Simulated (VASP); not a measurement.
# VN (Fm-3m) in VASP: further runs

The runs below take VN through single point, with PBE+D4, PBE.

Everything below comes from runs of VASP 6.6.1. Logs are shortened: lines on timing, memory, paths and dates and some standing lists are left out, and cuts for length are marked.

## (1) The cell of the first run

It takes space group Fm-3m (No. 225, cubic). The conventional cell has a = 4.125 Å, b = 4.125 Å, c = 4.125 Å, α = 90.00°, β = 90.00°, γ = 90.00°. Within 2.7 Å of V (site symmetry m-3m) lie 6 N at 2.06 Å. Within 2.7 Å of N (site symmetry m-3m) lie 6 V at 2.06 Å.

## (2) Single point, PBE+D4, collinear spin, ferromagnetic start

INCAR

```
PREC     = Accurate       # precision mode
ENCUT    = 600            # plane-wave cutoff, eV
EDIFF    = 1E-6           # SCF threshold, eV
ISMEAR   = 0              # smearing method
SIGMA    = 0.1            # smearing width, eV
LREAL    = F              # projectors in reciprocal space
LASPH    = T              # aspherical terms in the spheres
NELM     = 200            # most SCF steps
ALGO     = Normal         # electronic algorithm
ISIF     = 2              # what is computed and relaxed
LWAVE    = F              # write WAVECAR
LCHARG   = T              # write CHGCAR
ISPIN    = 2              # spin polarisation
MAGMOM   = 0.3 0          # initial moments
LORBIT   = 11             # projections on sites
LMAXMIX  = 4              # l up to which the mixer works
GGA      = PE             # functional
IVDW     = 13             # dispersion correction
LELF     = T              # ELF
LVHAR    = T            
NBANDS   = 20             # bands
GGA_COMPAT= F
```

KPOINTS

```
regular mesh
0
Gamma
  2 2 2
```

POSCAR

```
VN
1.0
    0.0000000000      2.0624650000      2.0624650000
    2.0624650000      0.0000000000      2.0624650000
    2.0624650000      2.0624650000      0.0000000000
V N
1 1
Direct
    0.0000000000      0.0000000000      0.0000000000
    0.5000000000      0.5000000000      0.5000000000
```

Potentials or basis: VASP PAW PBE potentials, release 64 (V_sv, N).

Run with:

```
$ cat potpaw_PBE.64/V_sv/POTCAR potpaw_PBE.64/N/POTCAR > POTCAR
$ mpirun -np 1 vasp_std > vasp.out
```

OUTCAR:

```text
PREC = Accurate
   ENCUT = 600
   EDIFF = 1E-6
   ISMEAR = 0
   LREAL = F
   LASPH = T
   NELM = 200
   ISIF = 2
   ISPIN = 2
   LORBIT = 11
   GGA = PE
   IVDW = 13

 ion  position               nearest neighbor table
   1  0.000  0.000  0.000-   2 2.06   2 2.06   2 2.06   2 2.06   2 2.06   2 2.06
   2  0.500  0.500  0.500-   1 2.06   1 2.06   1 2.06   1 2.06   1 2.06   1 2.06

  LATTYP: Found a face centered cubic cell.
 ALAT       =     4.1249300000

  Lattice vectors:

 A1 = (   0.0000000000,   2.0624650000,   2.0624650000)
 A2 = (   2.0624650000,   0.0000000000,   2.0624650000)
 A3 = (   2.0624650000,   2.0624650000,   0.0000000000)

Analysis of symmetry for initial positions (statically):
=====================================================================
 Subroutine PRICEL returns:
 Original cell was already a primitive cell.

 Routine SETGRP: Setting up the symmetry group for a
 face centered cubic supercell.

 Subroutine GETGRP returns: Found 48 space group operations
 (whereof 48 operations were pure point group operations)
 out of a pool of 48 trial point group operations.

The static configuration has the point symmetry O_h .

Analysis of symmetry for dynamics (positions and initial velocities):
=====================================================================
 Subroutine PRICEL returns:
 Original cell was already a primitive cell.

 Routine SETGRP: Setting up the symmetry group for a
 face centered cubic supercell.

 Subroutine GETGRP returns: Found 48 space group operations
 (whereof 48 operations were pure point group operations)
 out of a pool of 48 trial point group operations.

The dynamic configuration has the point symmetry O_h .

Analysis of structural, dynamic, and magnetic symmetry:
=====================================================================
 Subroutine PRICEL returns:
 Original cell was already a primitive cell.

 Routine SETGRP: Setting up the symmetry group for a
 face centered cubic supercell.

 Subroutine GETGRP returns: Found 48 space group operations
 (whereof 48 operations were pure point group operations)
 out of a pool of 48 trial point group operations.

The overall configuration has the point symmetry O_h .

[... 92 lines left out ...]
   EFERMI_NEDOS =   21; number of points for ismear=-14 and -15
   IALGO  =     38    algorithm
   IMIX   =      4    mixing-type and parameters
     AMIX     =   0.40;   BMIX     =  1.00
     AMIX_MAG =   1.60;   BMIX_MAG =  1.00
  volume/ion in A,a.u.               =       8.77        59.20
  Fermi-wavevector in a.u.,A,eV,Ry     =   1.651084  3.120096 37.090533  2.726077
  Thomas-Fermi vector in A             =   2.739923
   LORBIT       =     11    0 simple, 1 ext, 2 COOP (PROOUT), +10 PAW based schemes
   GGA     = PE    functional components
   LHFCALC =     F    Hartree Fock is set to
   AEXX    =    0.0000 exact exchange contribution
   IVDW    =    13    specifies the selected vdW correction
   LEPSILON=     F    determine dielectric tensor
   LRPA    =     F    only Hartree local field effects (RPA)
 spin polarized calculation
 Gauss-broadening in eV      SIGMA  =   0.10
  energy-cutoff  :      600.00
  volume of cell :       17.55
 maximum number of plane-waves:       588
 NGX is ok and might be reduce to    24
   NGX = 11   NGY = 11   NGZ = 11

 number of electron      18.0000005 magnetization       0.0008105

 number of electron      18.0000005 magnetization      -0.0010639

 Free energy of the ion-electron system (eV)
  ---------------------------------------------------
  ext. energy  EPLUGINS =         0.00000000
  ---------------------------------------------------
  free energy    TOTEN  =       -18.94019077 eV

  energy without entropy =      -18.94019077  energy(sigma->0) =      -18.94019077

 E-fermi :  11.3416     XC(G=0): -13.5779

 val. band max:       10.8836264239   @ k =   0.0000   0.0000   0.0000
 cond. band min:      11.8006856239   @ k =   0.5000   0.5000   0.0000
 fundamental gap:      0.9170591999
 Fermi energy:        11.3416015882

 spin component 1

 k-point     1 :       0.0000    0.0000    0.0000
  band No.  band energies     occupation
      1     -54.3134      1.00000
      2     -27.9092      1.00000
      3     -27.9092      1.00000
      4     -27.9092      1.00000
      5      -5.5646      1.00000
      6       9.8889      1.00000
[... 45 lines left out ...]
      6       5.6033      1.00000
[... 12 lines left out ...]
     19      39.5359      0.00000
     20      42.0989      0.00000
 Fermi energy:        11.3416015882

 spin component 2

 k-point     1 :       0.0000    0.0000    0.0000
  band No.  band energies     occupation
      1     -54.3143      1.00000
      2     -27.9099      1.00000
      3     -27.9099      1.00000
      4     -27.9099      1.00000
      5      -5.5653      1.00000
      6       9.8883      1.00000
[... 58 lines left out ...]
     19      39.5354      0.00000
     20      42.0982      0.00000

------------------------ aborting loop because EDIFF is reached ----------------------------------------

  DFT-D4 for vdW energy calculation

  Edisp (eV):   -0.73664

  FORCE on cell =-STRESS in cart. coord.  units (eV):
  Direction    XX          YY          ZZ          XY          YZ          ZX
  --------------------------------------------------------------------------------------
  -------------------------------------------------------------------------------------
  Total      -0.97020    -0.97020    -0.97020     0.00000     0.00000     0.00000
  in kB     -88.58976   -88.58976   -88.58976     0.00000     0.00000     0.00000
  external pressure =      -88.59 kB  Pullay stress =        0.00 kB

 VOLUME and BASIS-vectors are now :
 -----------------------------------------------------------------------------
  energy-cutoff  :      600.00
  volume of cell :       17.55
      direct lattice vectors                 reciprocal lattice vectors
     0.000000000  2.062465000  2.062465000    -0.242428356  0.242428356  0.242428356
     2.062465000  0.000000000  2.062465000     0.242428356 -0.242428356  0.242428356
     2.062465000  2.062465000  0.000000000     0.242428356  0.242428356 -0.242428356

 POSITION                                       TOTAL-FORCE (eV/Angst)
 -----------------------------------------------------------------------------------
      0.00000      0.00000      0.00000        -0.000000     -0.000000      0.000000
      2.06246      2.06246      2.06246         0.000000      0.000000     -0.000000
 -----------------------------------------------------------------------------------
    total drift:                                0.000000     -0.000000     -0.000000

  FREE ENERGIE OF THE ION-ELECTRON SYSTEM (eV)
  ---------------------------------------------------
  free  energy   TOTEN  =       -19.6768261300 eV

  energy  without entropy=      -19.6768261300  energy(sigma->0) =      -19.67682613

 total charge

# of ion       s       p       d       tot
------------------------------------------
    1        2.209   6.338   2.981  11.527
    2        1.204   2.608   0.000   3.812
--------------------------------------------------
tot          3.412   8.946   2.981  15.339

 magnetization (x)

# of ion       s       p       d       tot
------------------------------------------
    1        0.000   0.000   0.000   0.000
    2        0.000  -0.000   0.000  -0.000
--------------------------------------------------
tot          0.000   0.000   0.000   0.000
```

It took 11 s on 1 thread of Intel Xeon 8259CL, shared host; peak memory 0.15 GiB.

Results:

- Free energy: -19.6768 eV
- Pressure: -8.9 GPa
- Band gap on the k mesh: zero (filled and empty bands overlap)
- Net moment: 0.00 μB per cell
- Valence electrons inside the program's atomic spheres: V 11.53; N 3.81
- Dispersion energy per atom: -0.368 eV

Levels at points of the mesh, in eV from the Fermi level:
Spin up:
| k point | band 5 | band 6 | band 7 | band 8 | band 9 | band 10 | band 11 | band 12 | band 13 | band 14 |
| --- | --- | --- | --- | --- | --- | --- | --- | --- | --- | --- |
| (0.00, 0.00, 0.00) | -16.91 | -1.45 | -1.45 | -1.45 | -0.97 | -0.97 | -0.97 | -0.46 | -0.46 | 6.82 |
| (0.50, 0.00, 0.00) | -14.09 | -8.10 | -5.33 | -5.33 | 0.55 | 0.55 | 1.66 | 5.42 | 5.42 | 6.90 |
| (0.50, 0.50, 0.00) | -15.04 | -5.74 | -3.59 | -2.52 | -2.52 | 0.46 | 1.12 | 1.12 | 2.73 | 10.92 |
Spin down:
| k point | band 6 | band 7 | band 8 | band 9 | band 10 | band 11 | band 12 | band 13 |
| --- | --- | --- | --- | --- | --- | --- | --- | --- |
| (0.00, 0.00, 0.00) | -1.45 | -1.45 | -1.45 | -0.97 | -0.97 | -0.97 | -0.46 | -0.46 |
| (0.50, 0.00, 0.00) | -8.10 | -5.33 | -5.33 | 0.55 | 0.55 | 1.66 | 5.42 | 5.42 |
| (0.50, 0.50, 0.00) | -5.74 | -3.59 | -2.52 | -2.52 | 0.46 | 1.12 | 1.12 | 2.72 |

Caveat: the k points lie up to 1.32 Å⁻¹ apart; pairwise dispersion overbinds metals, which lowers pressure and volume.

## (3) Single point, PBE, collinear spin, ferromagnetic start

This run uses another cell than the first one, of 8.74 Å³/atom, 0.997 times its volume.

INCAR

```
SYSTEM = VN
PREC = Accurate
ENCUT = 600
EDIFF = 1E-6
ISMEAR = 0
SIGMA = 0.1
LREAL = .False.
LASPH = .True.
NELM = 200
ALGO = Normal
ISIF = 2
LWAVE = .False.
LCHARG = .True.
ISPIN = 2
MAGMOM = 0.3 0
LORBIT = 11
LMAXMIX = 4
GGA = PE
LELF = .True.
LVHAR = .True.
NBANDS = 20
GGA_COMPAT = .False.
```

KPOINTS

```
regular mesh
0
Gamma
  2 2 2
  0 0 0
```

POSCAR

```
VN
1.0
    0.0000000000      2.0600989161      2.0600989161
    2.0600989161      0.0000000000      2.0600989161
    2.0600989161      2.0600989161      0.0000000000
V N
1 1
Direct
    0.0000000000      0.0000000000      0.0000000000
    0.5000000000      0.5000000000      0.5000000000
```

Potentials or basis: VASP PAW PBE potentials, release 64 (V_sv, N).

Run with:

```
$ cat potpaw_PBE.64/V_sv/POTCAR potpaw_PBE.64/N/POTCAR > POTCAR
$ mpirun -np 1 vasp_std > vasp.out
```

Run time: 12 s. Hardware: 1 thread of Intel Xeon 8259CL, shared host; peak memory 0.15 GiB.

The run converged. Its results:

- Free energy: -18.9402 eV
- Pressure: 0.3 GPa
- Band gap on the k mesh: zero (filled and empty bands overlap)
- Net moment: 0.00 μB per cell
- Valence electrons inside the program's atomic spheres: V 11.54; N 3.81

Levels at points of the mesh, in eV from the Fermi level:
Spin up:
| k point | band 6 | band 7 | band 8 | band 9 | band 10 | band 11 | band 12 | band 13 |
| --- | --- | --- | --- | --- | --- | --- | --- | --- |
| (0.00, 0.00, 0.00) | -1.45 | -1.45 | -1.45 | -0.97 | -0.97 | -0.97 | -0.45 | -0.45 |
| (0.50, 0.00, 0.00) | -8.12 | -5.35 | -5.35 | 0.57 | 0.57 | 1.68 | 5.45 | 5.45 |
| (0.50, 0.50, 0.00) | -5.74 | -3.60 | -2.52 | -2.52 | 0.47 | 1.13 | 1.13 | 2.75 |
Spin down:
```csv
k point,band 6,band 7,band 8,band 9,band 10,band 11,band 12,band 13
"(0.00, 0.00, 0.00)",-1.45,-1.45,-1.45,-0.97,-0.97,-0.97,-0.45,-0.45
"(0.50, 0.00, 0.00)",-8.12,-5.35,-5.35,0.56,0.56,1.68,5.45,5.45
"(0.50, 0.50, 0.00)",-5.75,-3.60,-2.52,-2.52,0.47,1.13,1.13,2.75
```

Caveat: the k points lie up to 1.32 Å⁻¹ apart. With open d or f shells a metallic result of PBE can be an artefact of self-interaction; +U or a hybrid may open a gap.

## (4) Single point, PBE, collinear spin, ferromagnetic start

INCAR

```
PREC     = Accurate       # precision mode
ENCUT    = 600            # plane-wave cutoff, eV
EDIFF    = 1E-6           # SCF threshold, eV
ISMEAR   = 0              # smearing method
SIGMA    = 0.1            # smearing width, eV
LREAL    = F              # projectors in reciprocal space
LASPH    = T              # aspherical terms in the spheres
NELM     = 200            # most SCF steps
ALGO     = Normal         # electronic algorithm
ISIF     = 2              # what is computed and relaxed
LWAVE    = F              # write WAVECAR
LCHARG   = T              # write CHGCAR
ISPIN    = 2              # spin polarisation
MAGMOM   = 0.3 0          # initial moments
LORBIT   = 11             # projections on sites
LMAXMIX  = 4              # l up to which the mixer works
GGA      = PE             # functional
LELF     = T              # ELF
LVHAR    = T            
ISYM     = 0            
NBANDS   = 20             # bands
GGA_COMPAT= F
```

KPOINTS

```
regular mesh
0
Gamma
  1 1 3
```

POSCAR

```
VN
1.0
    0.0000000000      2.0624650000      2.0624650000
    2.0624650000      0.0000000000      2.0624650000
    2.0624650000      2.0624650000      0.0000000000
V N
1 1
Direct
    0.0000000000      0.0000000000      0.0000000000
    0.5000000000      0.5000000000      0.5000000000
```

Run with:

```
$ cat potpaw_PBE.64/V_sv/POTCAR potpaw_PBE.64/N/POTCAR > POTCAR
$ mpirun -np 1 vasp_std > vasp.out
```

Wall time 13 s (1 thread of Intel Xeon 8259CL, shared host); peak memory 0.14 GiB.

The run converged. Its results:

```
Free energy                                           : -14.8739 eV
Pressure                                              : 27.6 GPa
Band gap on the k mesh                                : zero (filled and empty bands overlap)
Net moment                                            : 0.00 μB per cell
Valence electrons inside the program's atomic spheres : V 11.63; N 3.86
```

Stress tensor (GPa, compression positive):
```
 27.64 -41.60  41.60
-41.60  27.64  41.60
 41.60  41.60  27.64
```

Levels at points of the mesh, in eV from the Fermi level:
Spin up:
| k point | band 5 | band 6 | band 7 | band 8 | band 9 | band 10 | band 11 | band 12 | band 13 | band 14 |
| --- | --- | --- | --- | --- | --- | --- | --- | --- | --- | --- |
| (0.00, 0.00, 0.00) | -16.60 | -0.76 | -0.74 | -0.74 | -0.61 | -0.61 | -0.48 | 0.48 | 0.48 | 7.29 |
Spin down:
| k point | band 6 | band 7 | band 8 | band 9 | band 10 | band 11 | band 12 | band 13 |
| --- | --- | --- | --- | --- | --- | --- | --- | --- |
| (0.00, 0.00, 0.00) | -0.76 | -0.74 | -0.74 | -0.61 | -0.61 | -0.48 | 0.48 | 0.48 |

Caveat: the k points lie up to 2.64 Å⁻¹ apart. With open d or f shells a metallic result of PBE can be an artefact of self-interaction; +U or a hybrid may open a gap.

## (5) Overview

| level | cell | k mesh | gap on the mesh (eV) | pressure (GPa) | moment (μB) |
| --- | --- | --- | --- | --- | --- |
| PBE+D4 | a = 2.917 Å, angles 60.0°, 2 atoms | 2 × 2 × 2 | none | -8.9 | 0.00 |
| PBE | a = 2.913 Å, angles 60.0°, 2 atoms | 2 × 2 × 2 | none | 0.3 | 0.00 |
| PBE | a = 2.917 Å, angles 60.0°, 2 atoms | 1 × 1 × 3 | none | 27.6 | 0.00 |

Alike in all rows: task single point; potentials or basis VASP PAW PBE potentials, release 64 (V_sv, N); spin collinear, ferromagnetic start; cutoff (eV) 600; smearing gaussian 0.1 eV.

Caveats: all runs use coarse meshes; pairwise dispersion overbinds metals, which lowers pressure and volume (some runs).

Absolute energies hang on the potentials; compare differences alone.
